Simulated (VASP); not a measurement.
# Mg (P6_3/mmc) in VASP: a series of runs

Runs on Mg. Level: LDA. Tasks: single point.

All numbers are computed with VASP 6.6.1; they aren't measurements. Logs are shortened: lines on timing, memory, paths and dates and some standing lists are left out, and cuts for length are marked.

**1. The cell of the first run**

Symmetry: P6_3/mmc, No. 194, hexagonal system. The conventional cell has a = 3.174 Å, b = 3.174 Å, c = 5.152 Å, α = 90.00°, β = 90.00°, γ = 120.00°. Mg (site symmetry -6m2) has 12 Mg at 3.16 to 3.17 Å within 4.2 Å.

**2. Single point, LDA (volume scaled by 1.04)**

Contents of INCAR:

```
ALGO = Normal
EDIFF = 1E-6
ENCUT = 520
GGA = CA
ISIF = 2
ISMEAR = -1
LASPH = True
LCHARG = False
LREAL = False
LWAVE = False
NBANDS = 9
NELM = 80
PREC = Accurate
SIGMA = 0.1
```

Contents of KPOINTS:

```
k-points
0
Gamma
  19 19 10
```

Contents of POSCAR:

```
Mg
1.0
    3.1737227362      0.0000000000      0.0000000000
   -1.5868613681      2.7485245141      0.0000000000
    0.0000000000      0.0000000000      5.1518082012
Mg
2
Direct
    0.3333333333      0.6666666667      0.2500000000
    0.6666666667      0.3333333333      0.7500000000
```

Potentials or basis: VASP PAW LDA potentials, release 64 (Mg).

Started as:

```bash
> cat potpaw_LDA.64/Mg/POTCAR > POTCAR
> mpirun -np 1 vasp_std > vasp.out
```

OUTCAR:

```text
EDIFF = 1E-6
   ENCUT = 520
   GGA = CA
   ISIF = 2
   ISMEAR = -1
   LASPH = True
   LREAL = False
   NELM = 80
   PREC = Accurate

 ion  position               nearest neighbor table
   1  0.333  0.667  0.250-   2 3.16   2 3.16   2 3.16   2 3.16   2 3.16   2 3.16
   2  0.667  0.333  0.750-   1 3.16   1 3.16   1 3.16   1 3.16   1 3.16   1 3.16

  LATTYP: Found a hexagonal cell.
 ALAT       =     3.1737227362
 C/A-ratio  =     1.6232697779

  Lattice vectors:

 A1 = (   3.1737227362,   0.0000000000,   0.0000000000)
 A2 = (  -1.5868613681,   2.7485245141,   0.0000000000)
 A3 = (   0.0000000000,   0.0000000000,   5.1518082012)

Analysis of symmetry for initial positions (statically):
=====================================================================
 Subroutine PRICEL returns:
 Original cell was already a primitive cell.

 Routine SETGRP: Setting up the symmetry group for a
 hexagonal supercell.

 Subroutine GETGRP returns: Found 24 space group operations
 (whereof 12 operations were pure point group operations)
 out of a pool of 24 trial point group operations.

The static configuration has the point symmetry D_3d.
 The point group associated with its full space group is D_6h.

Analysis of symmetry for dynamics (positions and initial velocities):
=====================================================================
 Subroutine PRICEL returns:
 Original cell was already a primitive cell.

 Routine SETGRP: Setting up the symmetry group for a
 hexagonal supercell.

 Subroutine GETGRP returns: Found 24 space group operations
 (whereof 12 operations were pure point group operations)
 out of a pool of 24 trial point group operations.

The dynamic configuration has the point symmetry D_3d.
 The point group associated with its full space group is D_6h.

 Subroutine INISYM returns: Found 24 space group operations
 (whereof 12 operations are pure point group operations),
 and found     1 'primitive' translations

----------------------------------------------------------------------------------------

                                     Primitive cell

  volume of cell :      44.9395

  direct lattice vectors                    reciprocal lattice vectors
     3.173722736  0.000000000  0.000000000     0.315087386  0.181915787  0.000000000
    -1.586861368  2.748524514  0.000000000     0.000000000  0.363831574  0.000000000
     0.000000000  0.000000000  5.151808201     0.000000000  0.000000000  0.194106605

  length of vectors
     3.173722736  3.173722736  5.151808201     0.363831574  0.363831574  0.194106605
[... 81 lines left out ...]
   EDIFF  = 0.1E-05   stopping-criterion for ELM
   LREAL  =      F    real-space projection
   EDIFFG = 0.1E-04   stopping-criterion for IOM
   NSW    =      0    number of steps for IOM
   IBRION =     -1    ionic relax: 0-MD 1-quasi-New 2-CG
   NFREE  =      0    steps in history (QN), initial steepest desc. (CG)
   ISIF   =      2    stress and relaxation
   ISYM   =      2    0-nonsym 1-usesym 2-fastsym
   POTIM  = 0.5000    time-step for ionic-motion
   TEBEG  =    0.0;   TEEND  =   0.0 temperature during run
   PSTRESS=    0.0 pullay stress
   NELECT =       4.0000    total number of electrons
   NUPDOWN=      -1.0000    fix difference up-down
   EMIN   =  10.00;   EMAX   =-10.00  energy-range for DOS
   EFERMI =   0.00;   METHOD = LEGACY
   ISMEAR =    -1;   SIGMA  =   0.10  broadening in eV -4-tet -1-fermi 0-gaus
   EFERMI_NEDOS =   21; number of points for ismear=-14 and -15
   IALGO  =     38    algorithm
   IMIX   =      4    mixing-type and parameters
     AMIX     =   0.40;   BMIX     =  1.00
     AMIX_MAG =   1.60;   BMIX_MAG =  1.00
  volume/ion in A,a.u.               =      22.47       151.63
  Fermi-wavevector in a.u.,A,eV,Ry     =   0.730946  1.381288  7.269352  0.534282
  Thomas-Fermi vector in A             =   1.823042
   LORBIT       =      0    0 simple, 1 ext, 2 COOP (PROOUT), +10 PAW based schemes
   GGA     = CA    functional components
   LHFCALC =     F    Hartree Fock is set to
   AEXX    =    0.0000 exact exchange contribution
   IVDW    =     0    specifies the selected vdW correction
   LEPSILON=     F    determine dielectric tensor
   LRPA    =     F    only Hartree local field effects (RPA)
 non-spin polarized calculation
  energy-cutoff  :      520.00
  volume of cell :       44.94
 maximum number of plane-waves:      1226
 NGX is ok and might be reduce to    24
   NGX = 11   NGY = 11   NGZ = 19

 number of electron       4.0000000 magnetization

 Free energy of the ion-electron system (eV)
  ---------------------------------------------------
  ext. energy  EPLUGINS =         0.00000000
  ---------------------------------------------------
  free energy    TOTEN  =        -3.62116308 eV

  energy without entropy =       -3.59214507  energy(sigma->0) =       -3.60665407

 E-fermi :   2.5835     XC(G=0):  -8.7490

 val. band max:        2.5705798035   @ k =   0.3158   0.2632   0.2000
 cond. band min:       2.5920983127   @ k =   0.3158   0.2105   0.0000
 fundamental gap:      0.0215185092
 Fermi energy:         2.5835019151

 k-point     1 :       0.0000    0.0000    0.0000
  band No.  band energies     occupation
      1      -4.4304      2.00000
      2       0.8974      2.00000
      3       1.3072      1.99999
      4      13.6003      0.00000
      5      13.6003      0.00000
      6      13.6841      0.00000
      7      13.6841      0.00000
      8      14.5243      0.00000
      9      16.1517      0.00000
[... 265 lines left out ...]
 k-point    24 :       0.3158    0.1053    0.0000
  band No.  band energies     occupation
      1      -1.6005      2.00000
      2       3.1214      0.00918
      3       3.5149      0.00018
      4       4.4001      0.00000
      5       7.2517      0.00000
      6       8.3432      0.00000
      7       9.3975      0.00000
      8      12.2372      0.00000
      9      13.0308      0.00000

 [... further k-points ...]
[... 5 lines left out ...]
  --------------------------------------------------------------------------------------
  -------------------------------------------------------------------------------------
  Total       -0.4804642     -0.4804642     -0.4701214      0.0000000      0.0000000      0.0000000
  in kB      -17.1294459    -17.1294459    -16.7607067      0.0000000      0.0000000      0.0000000
  external PRESSURE =     -17.0065329 kB  Pullay stress =       0.0000000 kB

 VOLUME and BASIS-vectors are now :
 -----------------------------------------------------------------------------
  energy-cutoff  :      520.00
  volume of cell :       44.94
      direct lattice vectors                 reciprocal lattice vectors
     3.173722736  0.000000000  0.000000000     0.315087386  0.181915787  0.000000000
    -1.586861368  2.748524514  0.000000000     0.000000000  0.363831574  0.000000000
     0.000000000  0.000000000  5.151808201     0.000000000  0.000000000  0.194106605

 POSITION                                       TOTAL-FORCE (eV/Angst)
 -----------------------------------------------------------------------------------
     -0.00000      1.83235      1.28795        -0.000000      0.000000      0.000000
      1.58686      0.91617      3.86386         0.000000      0.000000      0.000000
 -----------------------------------------------------------------------------------
    total drift:                               -0.000000      0.000000     -0.000000

  FREE ENERGIE OF THE ION-ELECTRON SYSTEM (eV)
  ---------------------------------------------------
  free  energy   TOTEN  =        -3.6211630801 eV

  energy  without entropy=       -3.5921450671  energy(sigma->0) =       -3.60665407
```

It took 17 s on 1 thread of Intel Xeon 6975P-C (Granite Rapids), shared host; peak memory 0.2 GiB.

What came out:

- Free energy: -3.6212 eV
- Pressure: -1.7 GPa
- Band gap on the k mesh: zero (band 2 reaches 3.55 eV, above the bottom of band 3 at 1.31 eV)

Levels at points of the mesh, in eV from the Fermi level:
```
           k point  band 1  band 2  band 3  band 4  band 5
(0.00, 0.00, 0.00)   -7.01   -1.69   -1.28   11.02   11.02
(0.00, 0.00, 0.50)   -5.60   -5.60    5.08    5.08   11.76
```

Caveat: the cell differs from its parent crystal (volume scaled by 1.04).

**3. Single point, LDA (volume scaled by 1.08)**

Contents of INCAR:

```
PREC = Accurate
ENCUT = 520
EDIFF = 1E-7
ISMEAR = -1
SIGMA = 0.1
LREAL = False
LASPH = True
NELM = 100
ALGO = Normal
ISIF = 2
LWAVE = False
LCHARG = False
GGA = CA
NBANDS = 9
```

Contents of KPOINTS:

```
Automatic mesh
0
Gamma
  19 19 10
```

Contents of POSCAR:

```
Mg
1.0
    3.2139007069      0.0000000000      0.0000000000
   -1.6069503534      2.7833196575      0.0000000000
    0.0000000000      0.0000000000      5.2170278869
Mg
2
Direct
    0.3333333333      0.6666666667      0.2500000000
    0.6666666667      0.3333333333      0.7500000000
```

Potentials or basis: VASP PAW LDA potentials, release 64 (Mg).

Started as:

```bash
> cat potpaw_LDA.64/Mg/POTCAR > POTCAR
> mpirun -np 1 vasp_std > vasp.out
```

Wall time 17 s (1 thread of Intel Xeon 6975P-C (Granite Rapids), shared host); peak memory 0.21 GiB.

It converged, with:

- Free energy: -3.5963 eV
- Pressure: -2.9 GPa
- Band gap on the k mesh: zero (band 2 reaches 3.35 eV, above the bottom of band 3 at 1.11 eV)

Levels at points of the mesh, in eV from the Fermi level:
```tsv
k point	band 1	band 2	band 3	band 4	band 5
(0.00, 0.00, 0.00)	-6.85	-1.62	-1.28	10.80	10.80
(0.00, 0.00, 0.50)	-5.48	-5.48	4.96	4.96	11.54
```

Caveat: the cell differs from its parent crystal (volume scaled by 1.08).

**4. Single point, LDA (volume scaled by 1.12)**

Contents of INCAR:

```
PREC = Accurate
ENCUT = 520
EDIFF = 1E-7
ISMEAR = -1
SIGMA = 0.1
LREAL = F
LASPH = T
NELM = 80
ALGO = Normal
ISIF = 2
LWAVE = F
LCHARG = T
LELF = T
LVHAR = T
NBANDS = 9
```

Contents of KPOINTS:

```
regular mesh
0
Gamma
  19 19 10
```

Contents of POSCAR:

```
Mg
1.0
    3.2530984811      0.0000000000      0.0000000000
   -1.6265492405      2.8172659257      0.0000000000
    0.0000000000      0.0000000000      5.2806564491
Mg
2
Direct
    0.3333333333      0.6666666667      0.2500000000
    0.6666666667      0.3333333333      0.7500000000
```

Started as:

```bash
> cat potpaw_LDA.64/Mg/POTCAR > POTCAR
> mpirun -np 1 vasp_std > vasp.out
```

Wall time 18 s (1 thread of Intel Xeon 6975P-C (Granite Rapids), shared host); peak memory 0.22 GiB.

Results (log left out):

| Item | Value |
| --- | --- |
| Free energy | -3.5601 eV |
| Pressure | -3.8 GPa |
| Band gap on the k mesh | zero (band 2 reaches 3.16 eV, above the bottom of band 3 at 0.92 eV) |

Stress tensor (GPa, compression positive):
```
-3.86  0.00  0.00
 0.00 -3.86  0.00
 0.00  0.00 -3.75
```

Levels at points of the mesh, in eV from the Fermi level:
| k point | band 1 | band 2 | band 3 | band 4 | band 5 | band 6 | band 7 |
| --- | --- | --- | --- | --- | --- | --- | --- |
| (0.00, 0.00, 0.00) | -6.70 | -1.57 | -1.28 | 10.52 | 10.52 | 10.59 | 10.59 |
| (0.00, 0.00, 0.50) | -5.36 | -5.36 | 4.85 | 4.85 | 11.33 | 11.33 | 11.33 |

Caveat: the cell differs from its parent crystal (volume scaled by 1.12).

**5. Single point, LDA**

This run uses another cell than the first one, of 21.61 Å³/atom, 0.962 times its volume.

Contents of INCAR:

```
ALGO = Normal
EDIFF = 1E-7
ENCUT = 520
ISIF = 2
ISMEAR = -1
LASPH = True
LCHARG = False
LREAL = False
LWAVE = False
NBANDS = 9
NELM = 60
PREC = Accurate
SIGMA = 0.1
```

Contents of KPOINTS:

```
k-points
0
Gamma
  2 2 1
```

Contents of POSCAR:

```
Mg
1.0
    3.1325008903      0.0000000000      0.0000000000
   -1.5662504451      2.7128253484      0.0000000000
    0.0000000000      0.0000000000      5.0848940941
Mg
2
Direct
    0.3333333333      0.6666666667      0.2500000000
    0.6666666667      0.3333333333      0.7500000000
```

Potentials or basis: VASP PAW LDA potentials, release 64 (Mg).

Started as:

```bash
> cat potpaw_LDA.64/Mg/POTCAR > POTCAR
> mpirun -np 1 vasp_std > vasp.out
```

OUTCAR:

```text
EDIFF = 1E-7
   ENCUT = 520
   ISIF = 2
   ISMEAR = -1
   LASPH = True
   LREAL = False
   NELM = 60
   PREC = Accurate

 ion  position               nearest neighbor table
   1  0.333  0.667  0.250-   2 3.12   2 3.12   2 3.12   2 3.12   2 3.12   2 3.12
   2  0.667  0.333  0.750-   1 3.12   1 3.12   1 3.12   1 3.12   1 3.12   1 3.12

  LATTYP: Found a hexagonal cell.
 ALAT       =     3.1325008903
 C/A-ratio  =     1.6232698001

  Lattice vectors:

 A1 = (   3.1325008903,   0.0000000000,   0.0000000000)
 A2 = (  -1.5662504451,   2.7128253484,   0.0000000000)
 A3 = (   0.0000000000,   0.0000000000,   5.0848940941)
[... 186 lines left out ...]

  FORCE on cell =-STRESS in cart. coord.  units (eV):
  Direction    XX          YY          ZZ          XY          YZ          ZX
  --------------------------------------------------------------------------------------
  -------------------------------------------------------------------------------------
  Total        3.2450985      3.2450985     -6.5302255      0.0000000      0.0000000      0.0000000
  in kB      120.3215762    120.3215763   -242.1273287      0.0000000      0.0000000      0.0000000
  external PRESSURE =      -0.4947254 kB  Pullay stress =       0.0000000 kB

 VOLUME and BASIS-vectors are now :
 -----------------------------------------------------------------------------
  energy-cutoff  :      520.00
  volume of cell :       43.21
      direct lattice vectors                 reciprocal lattice vectors
     3.132500890  0.000000000  0.000000000     0.319233748  0.184309690  0.000000000
    -1.566250445  2.712825348  0.000000000     0.000000000  0.368619381  0.000000000
     0.000000000  0.000000000  5.084894094     0.000000000  0.000000000  0.196660930

 POSITION                                       TOTAL-FORCE (eV/Angst)
 -----------------------------------------------------------------------------------
     -0.00000      1.80855      1.27122        -0.000000     -0.000000      0.000000
      1.56625      0.90428      3.81367         0.000000      0.000000      0.000000
 -----------------------------------------------------------------------------------
    total drift:                               -0.000000      0.000000     -0.000000

  FREE ENERGIE OF THE ION-ELECTRON SYSTEM (eV)
  ---------------------------------------------------
  free  energy   TOTEN  =        -3.3696811209 eV

  energy  without entropy=       -3.3344209381  energy(sigma->0) =       -3.35205103
```

OSZICAR:

```text
N       E                     dE             d eps       ncg     rms          rms(c)
DAV:   1     0.330005113295E+00    0.33001E+00   -0.11715E+03    36   0.315E+02
DAV:   2    -0.336502435815E+01   -0.36950E+01   -0.33213E+01    45   0.331E+01
DAV:   3    -0.339677645039E+01   -0.31752E-01   -0.31733E-01    48   0.270E+00
DAV:   4    -0.339691793858E+01   -0.14149E-03   -0.14148E-03    39   0.189E-01
DAV:   5    -0.339691878613E+01   -0.84755E-06   -0.84743E-06    48   0.162E-02    0.104E+00
DAV:   6    -0.338141294527E+01    0.15506E-01   -0.89464E-04    38   0.151E-01    0.654E-01
DAV:   7    -0.336971656210E+01    0.11696E-01   -0.29913E-03    37   0.272E-01    0.370E-02
DAV:   8    -0.336968278728E+01    0.33775E-04   -0.25037E-05    48   0.210E-02    0.527E-03
DAV:   9    -0.336968112687E+01    0.16604E-05   -0.64494E-07    39   0.419E-03    0.625E-04
DAV:  10    -0.336968112093E+01    0.59438E-08   -0.29790E-09    24   0.358E-04
   1 F= -.33696811E+01 E0= -.33520510E+01  d E =-.352602E-01
```

It took 2.5 s on 1 thread of Intel Xeon Platinum 8488C (Sapphire Rapids), shared host; peak memory 0.13 GiB.

The run converged, but its numbers aren't listed here, since they failed a check.

Caveat: the k points lie up to 1.24 Å⁻¹ apart; the mesh shows a gap though the element is a metal.

[end of part 1 of 2]
